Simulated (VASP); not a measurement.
# Ir (Fm-3m) in VASP: notebook

Runs on Ir. Level: r2SCAN. Tasks: single point.

Everything below comes from runs of VASP 6.6.1. Logs are shortened: lines on timing, memory, paths and dates and some standing lists are left out, and cuts for length are marked.

## Step 1: The cell of the first run

Symmetry: Fm-3m, No. 225, cubic system. The conventional cell has a = 3.846 Å, b = 3.846 Å, c = 3.846 Å, α = 90.00°, β = 90.00°, γ = 90.00°. Within 3.6 Å of Ir (site symmetry m-3m) lie 12 Ir at 2.72 Å.

## Step 2: Single point, r2SCAN

File POSCAR:

```
Ir
1.0
    0.0000000000      1.9228496764      1.9228496764
    1.9228496764      0.0000000000      1.9228496764
    1.9228496764      1.9228496764      0.0000000000
Ir
1
Direct
    0.0000000000      0.0000000000      0.0000000000
```

File INCAR.step1:

```
SYSTEM = Ir
PREC     = Accurate       ! precision mode
ENCUT    = 620            ! plane-wave cutoff, eV
ISMEAR   = -1             ! smearing method
SIGMA    = 0.1            ! smearing width, eV
LREAL    = .False.        ! projectors in reciprocal space
LASPH    = .True.         ! aspherical terms in the spheres
NELM     = 120            ! most SCF steps
NBANDS   = 14             ! bands
GGA      = PE             ! functional
ALGO     = Normal         ! electronic algorithm
EDIFF    = 1E-5           ! SCF threshold, eV
LWAVE    = .True.         ! write WAVECAR
LCHARG   = .False.        ! write CHGCAR
GGA_COMPAT= .False.
```

File INCAR.step2:

```
SYSTEM = Ir
PREC     = Accurate       ! precision mode
ENCUT    = 620            ! plane-wave cutoff, eV
EDIFF    = 1E-6           ! SCF threshold, eV
ISMEAR   = -1             ! smearing method
SIGMA    = 0.1            ! smearing width, eV
LREAL    = .False.        ! projectors in reciprocal space
LASPH    = .True.         ! aspherical terms in the spheres
NELM     = 120            ! most SCF steps
ALGO     = Normal         ! electronic algorithm
ISIF     = 2              ! what is computed and relaxed
LWAVE    = .False.        ! write WAVECAR
LCHARG   = .True.         ! write CHGCAR
METAGGA  = R2SCAN         ! meta-GGA
LMIXTAU  = .True.       
LELF     = .True.         ! ELF
LVHAR    = .True.       
NBANDS   = 14             ! bands
ISTART   = 1            
GGA_COMPAT= .False.
```

File KPOINTS:

```
Automatic mesh
0
Gamma
  23 23 23
  0 0 0
```

Potentials or basis: VASP PAW PBE potentials, release 64 (Ir_sv_GW).

The run is started by

```bash
$ cat potpaw_PBE.64/Ir_sv_GW/POTCAR > POTCAR
$ cp INCAR.step1 INCAR
$ mpirun -np 1 vasp_std > vasp.out
$ cp INCAR.step2 INCAR
$ mpirun -np 1 vasp_std > vasp.out
```

OUTCAR:

```text
SYSTEM = Ir
   PREC = Accurate
   ENCUT = 620
   EDIFF = 1E-6
   ISMEAR = -1
   LREAL = .False.
   LASPH = .True.
   NELM = 120
   ISIF = 2
   METAGGA = R2SCAN
   ISTART = 1

 ion  position               nearest neighbor table
   1  0.000  0.000  0.000-

  LATTYP: Found a face centered cubic cell.
 ALAT       =     3.8456993528

  Lattice vectors:

 A1 = (   0.0000000000,   1.9228496764,   1.9228496764)
 A2 = (   1.9228496764,   0.0000000000,   1.9228496764)
 A3 = (   1.9228496764,   1.9228496764,   0.0000000000)

Analysis of symmetry for initial positions (statically):
=====================================================================
 Subroutine PRICEL returns:
 Original cell was already a primitive cell.

 Routine SETGRP: Setting up the symmetry group for a
 face centered cubic supercell.

 Subroutine GETGRP returns: Found 48 space group operations
 (whereof 48 operations were pure point group operations)
 out of a pool of 48 trial point group operations.

The static configuration has the point symmetry O_h .

Analysis of symmetry for dynamics (positions and initial velocities):
=====================================================================
 Subroutine PRICEL returns:
 Original cell was already a primitive cell.

 Routine SETGRP: Setting up the symmetry group for a
 face centered cubic supercell.

 Subroutine GETGRP returns: Found 48 space group operations
 (whereof 48 operations were pure point group operations)
 out of a pool of 48 trial point group operations.

The dynamic configuration has the point symmetry O_h .

 Subroutine INISYM returns: Found 48 space group operations
 (whereof 48 operations are pure point group operations),
 and found     1 'primitive' translations

----------------------------------------------------------------------------------------

                                     Primitive cell

  volume of cell :      14.2189

  direct lattice vectors                    reciprocal lattice vectors
     0.000000000  1.922849676  1.922849676    -0.260030727  0.260030727  0.260030727
     1.922849676  0.000000000  1.922849676     0.260030727 -0.260030727  0.260030727
     1.922849676  1.922849676  0.000000000     0.260030727  0.260030727 -0.260030727

  length of vectors
     2.719320091  2.719320091  2.719320091     0.450386431  0.450386431  0.450386431

  position of ions in fractional coordinates (direct lattice)
     0.000000000  0.000000000  0.000000000

  ion indices of the primitive-cell ions
   primitive index   ion index
                 1           1

----------------------------------------------------------------------------------------

 KPOINTS: Automatic mesh

Automatic generation of k-mesh.
 Grid dimensions read from file:
 generate k-points for:   23   23   23

 Generating k-lattice:

  Cartesian coordinates                     Fractional coordinates (reciprocal lattice)
    -0.011305684  0.011305684  0.011305684     0.043478261  0.000000000  0.000000000
     0.011305684 -0.011305684  0.011305684     0.000000000  0.043478261  0.000000000
     0.011305684  0.011305684 -0.011305684     0.000000000  0.000000000  0.043478261

  Length of vectors
     0.019582019  0.019582019  0.019582019

  Shift w.r.t. Gamma in fractional coordinates (k-lattice)
     0.000000000  0.000000000  0.000000000

 Subroutine IBZKPT returns following result:
 ===========================================

 Found    364 irreducible k-points:

 Following reciprocal coordinates:
            Coordinates               Weight
  0.000000  0.000000  0.000000      1.000000
  0.043478  0.000000  0.000000      8.000000
  0.086957  0.000000  0.000000      8.000000
  0.130435  0.000000  0.000000      8.000000
  0.173913  0.000000  0.000000      8.000000
  0.217391  0.000000  0.000000      8.000000
[... 16 lines left out ...]
  0.478261  0.043478  0.000000     24.000000
 -0.478261  0.043478  0.000000     24.000000
 [... further k-points ...]
   k-points           NKPTS =    364   k-points in BZ     NKDIM =    364   number of bands    NBANDS=     14
   number of dos      NEDOS =    301   number of ions     NIONS =      1
   total plane-waves  NPLWV =  13824
   dimension x,y,z NGX =    24 NGY =   24 NGZ =   24
   dimension x,y,z NGXF=    48 NGYF=   48 NGZF=   48
   ions per type =               1
   NGX,Y,Z   is equivalent  to a cutoff of  14.67, 14.67, 14.67 a.u.
   NGXF,Y,Z  is equivalent  to a cutoff of  29.34, 29.34, 29.34 a.u.
 SYSTEM =  Ir
   PREC   = accura    normal or accurate (medium, high low for compatibility)
   ISTART =      1    job   : 0-new  1-cont  2-samecut
   ICHARG =      0    charge: 1-file 2-atom 10-const
   ISPIN  =      1    spin polarized calculation?
   LNONCOLLINEAR =      F non collinear calculations
   LSORBIT =      F    spin-orbit coupling
   LASPH  =      T    aspherical Exc in radial PAW
   ENCUT  =  620.0 eV  45.57 Ry    6.75 a.u.   5.52  5.52  5.52*2*pi/ulx,y,z
   NELM   =    120;   NELMIN=  2; NELMDL=  0     # of ELM steps
   EDIFF  = 0.1E-05   stopping-criterion for ELM
   LREAL  =      F    real-space projection
   EDIFFG = 0.1E-04   stopping-criterion for IOM
   NSW    =      0    number of steps for IOM
   IBRION =     -1    ionic relax: 0-MD 1-quasi-New 2-CG
   NFREE  =      0    steps in history (QN), initial steepest desc. (CG)
   ISIF   =      2    stress and relaxation
   ISYM   =      2    0-nonsym 1-usesym 2-fastsym
   POTIM  = 0.5000    time-step for ionic-motion
   TEBEG  =    0.0;   TEEND  =   0.0 temperature during run
   PSTRESS=    0.0 pullay stress
   NELECT =      17.0000    total number of electrons
   NUPDOWN=      -1.0000    fix difference up-down
   EMIN   =  10.00;   EMAX   =-10.00  energy-range for DOS
   EFERMI =   0.00;   METHOD = LEGACY
   ISMEAR =    -1;   SIGMA  =   0.10  broadening in eV -4-tet -1-fermi 0-gaus
   EFERMI_NEDOS =   21; number of points for ismear=-14 and -15
   IALGO  =     38    algorithm
   IMIX   =      4    mixing-type and parameters
     AMIX     =   0.40;   BMIX     =  1.00
     AMIX_MAG =   1.60;   BMIX_MAG =  1.00
  volume/ion in A,a.u.               =      14.22        95.95
  Fermi-wavevector in a.u.,A,eV,Ry     =   1.737544  3.283482 41.076793  3.019059
  Thomas-Fermi vector in A             =   2.810747
   LORBIT       =      0    0 simple, 1 ext, 2 COOP (PROOUT), +10 PAW based schemes
   METAGGA = R2SCAN    functional components
   LHFCALC =     F    Hartree Fock is set to
   AEXX    =    0.0000 exact exchange contribution
   IVDW    =     0    specifies the selected vdW correction
   LEPSILON=     F    determine dielectric tensor
   LRPA    =     F    only Hartree local field effects (RPA)
 non-spin polarized calculation
  energy-cutoff  :      620.00
  volume of cell :       14.22
 maximum number of plane-waves:       531
 NGX is ok and might be reduce to    24
   NGX = 11   NGY = 11   NGZ = 11

 number of electron      17.0000000 magnetization

 Free energy of the ion-electron system (eV)
  ---------------------------------------------------
  ext. energy  EPLUGINS =         0.00000000
  ---------------------------------------------------
  free energy    TOTEN  =       -52.92377057 eV

  energy without entropy =      -52.89701446  energy(sigma->0) =      -52.91039251

 E-fermi :  12.5334     XC(G=0): -15.8616

 val. band max:       12.5236818925   @ k =   0.3043   0.2174   0.0000
 cond. band min:      12.5493488964   @ k =   0.3043   0.2609   0.0000
 fundamental gap:      0.0256670038
 Fermi energy:        12.5334300937

 k-point     1 :       0.0000    0.0000    0.0000
  band No.  band energies     occupation
      1     -82.4810      2.00000
      2     -38.2788      2.00000
      3     -38.2788      2.00000
      4     -38.2788      2.00000
      5       1.1180      2.00000
      6       8.5976      2.00000
      7       8.5976      2.00000
      8       8.5976      2.00000
      9      11.2838      1.99999
     10      11.2838      1.99999
     11      26.8456      0.00000
     12      32.6148      0.00000
     13      32.6148      0.00000
     14      32.6148      0.00000

 k-point     2 :       0.0435    0.0000    0.0000
  band No.  band energies     occupation
      1     -82.4796      2.00000
      2     -38.2948      2.00000
      3     -38.2809      2.00000
      4     -38.2809      2.00000
      5       1.2064      2.00000
      6       8.5490      2.00000
      7       8.6358      2.00000
      8       8.6358      2.00000
      9      11.2584      1.99999
     10      11.2584      1.99999
     11      26.9992      0.00000
     12      32.2065      0.00000
     13      32.7613      0.00000
     14      32.7613      0.00000

 k-point     3 :       0.0870    0.0000    0.0000
  band No.  band energies     occupation
      1     -82.4756      2.00000
      2     -38.3415      2.00000
      3     -38.2873      2.00000
      4     -38.2873      2.00000
      5       1.4658      2.00000
      6       8.4166      2.00000
      7       8.7416      2.00000
      8       8.7416      2.00000
      9      11.1948      2.00000
     10      11.1948      2.00000
     11      27.4376      0.00000
     12      31.2556      0.00000
     13      33.1934      0.00000
     14      33.1934      0.00000
[... 324 lines left out ...]
 k-point    23 :       0.4783    0.0435    0.0000
  band No.  band energies     occupation
      1     -82.4076      2.00000
      2     -39.0935      2.00000
      3     -38.4020      2.00000
      4     -38.3987      2.00000
      5       4.2969      2.00000
      6       8.3872      2.00000
      7       8.5328      2.00000
      8      11.2641      1.99999
      9      13.4912      0.00014
     10      13.7762      0.00001
     11      20.4845      0.00000
     12      26.8287      0.00000
     13      32.5166      0.00000
     14      32.7170      0.00000

 k-point    24 :      -0.4783    0.0435    0.0000
  band No.  band energies     occupation
      1     -82.4068      2.00000
      2     -39.1033      2.00000
      3     -38.4064      2.00000
      4     -38.3974      2.00000
      5       4.2938      2.00000
      6       8.3781      2.00000
      7       8.5055      2.00000
      8      11.4718      1.99995
      9      13.4595      0.00019
     10      13.9676      0.00000
     11      20.1859      0.00000
     12      26.7568      0.00000
     13      32.3744      0.00000
     14      32.5687      0.00000

 [... further k-points ...]

------------------------ aborting loop because EDIFF is reached ----------------------------------------

  FORCE on cell =-STRESS in cart. coord.  units (eV):
  Direction    XX          YY          ZZ          XY          YZ          ZX
  --------------------------------------------------------------------------------------
  -------------------------------------------------------------------------------------
  Total       -0.1050431     -0.1050431     -0.1050431      0.0000000      0.0000000      0.0000000
  in kB      -11.8361977    -11.8361977    -11.8361977      0.0000000      0.0000000      0.0000000
  external PRESSURE =     -11.8361977 kB  Pullay stress =       0.0000000 kB

 VOLUME and BASIS-vectors are now :
 -----------------------------------------------------------------------------
  energy-cutoff  :      620.00
  volume of cell :       14.22
      direct lattice vectors                 reciprocal lattice vectors
     0.000000000  1.922849676  1.922849676    -0.260030727  0.260030727  0.260030727
     1.922849676  0.000000000  1.922849676     0.260030727 -0.260030727  0.260030727
     1.922849676  1.922849676  0.000000000     0.260030727  0.260030727 -0.260030727

 POSITION                                       TOTAL-FORCE (eV/Angst)
 -----------------------------------------------------------------------------------
      0.00000      0.00000      0.00000         0.000000     -0.000000     -0.000000
 -----------------------------------------------------------------------------------
    total drift:                                0.000000      0.000000      0.000000

  FREE ENERGIE OF THE ION-ELECTRON SYSTEM (eV)
  ---------------------------------------------------
  free  energy   TOTEN  =       -52.9237705653 eV

  energy  without entropy=      -52.8970144623  energy(sigma->0) =      -52.91039251
```

Run time: 3.2 min. Hardware: 1 thread of Intel Xeon Platinum 8375C at 2.90GHz (Ice Lake), shared host; peak memory 0.23 GiB.

Results:

| Property | Result |
| --- | --- |
| Free energy | -52.9238 eV |
| Pressure | -1.2 GPa |
| Band gap on the k mesh | zero (an odd number of electrons rules out a gap without spin polarisation) |

Caveat: the PAW data sets were made with another functional, which shifts forces and pressure a little; spin-orbit coupling is left out, which moves the levels of the heavy elements.

## Step 3: Single point, r2SCAN (13.65 Å³/atom)

This run uses another cell than the first one, of 13.65 Å³/atom.

File POSCAR:

```
Ir
1.0
    0.0000000000      1.8968620356      1.8968620356
    1.8968620356      0.0000000000      1.8968620356
    1.8968620356      1.8968620356      0.0000000000
Ir
1
Direct
    0.0000000000      0.0000000000      0.0000000000
```

File INCAR.step1:

```
SYSTEM = Ir
ALGO = Normal
EDIFF = 1E-5
ENCUT = 620
GGA = PE
GGA_COMPAT = .FALSE.
ISMEAR = -1
LASPH = .TRUE.
LCHARG = .FALSE.
LREAL = .FALSE.
LWAVE = .TRUE.
NBANDS = 14
NELM = 120
PREC = Accurate
SIGMA = 0.1
```

File INCAR.step2:

```
SYSTEM = Ir
ALGO = Normal
EDIFF = 1E-6
ENCUT = 620
GGA_COMPAT = .FALSE.
ISIF = 2
ISMEAR = -1
ISTART = 1
LASPH = .TRUE.
LCHARG = .FALSE.
LMIXTAU = .TRUE.
LREAL = .FALSE.
LWAVE = .FALSE.
METAGGA = R2SCAN
NBANDS = 14
NELM = 120
PREC = Accurate
SIGMA = 0.1
```

File KPOINTS:

```
k-points
0
G
  23 23 23
  0 0 0
```

Potentials or basis: VASP PAW PBE potentials, release 64 (Ir_sv_GW).

The run is started by

```bash
$ cat potpaw_PBE.64/Ir_sv_GW/POTCAR > POTCAR
$ cp INCAR.step1 INCAR
$ mpirun -np 1 vasp_std > vasp.out
$ cp INCAR.step2 INCAR
$ mpirun -np 1 vasp_std > vasp.out
```

Wall time 2.9 min (1 thread of Intel Xeon Platinum 8488C (Sapphire Rapids), shared host); peak memory 0.23 GiB.

The run converged. Its results:

```
Free energy            : -52.8967 eV
Pressure               : 15.8 GPa
Band gap on the k mesh : zero (an odd number of electrons rules out a gap without spin polarisation)
```

Levels at points of the mesh, in eV from the Fermi level:
| k point | band 5 | band 6 | band 7 | band 8 | band 9 | band 10 | band 11 | band 12 |
| --- | --- | --- | --- | --- | --- | --- | --- | --- |
| (0.00, 0.00, 0.00) | -11.86 | -4.19 | -4.19 | -4.19 | -1.32 | -1.32 | 14.17 | 20.18 |

Caveat: the cell stands under pressure; the PAW data sets were made with another functional, which shifts forces and pressure a little; spin-orbit coupling is left out, which moves the levels of the heavy elements.

[end of part 1 of 2]

The gap in the log of VASP goes by the Fermi energy; the results here count the filled bands.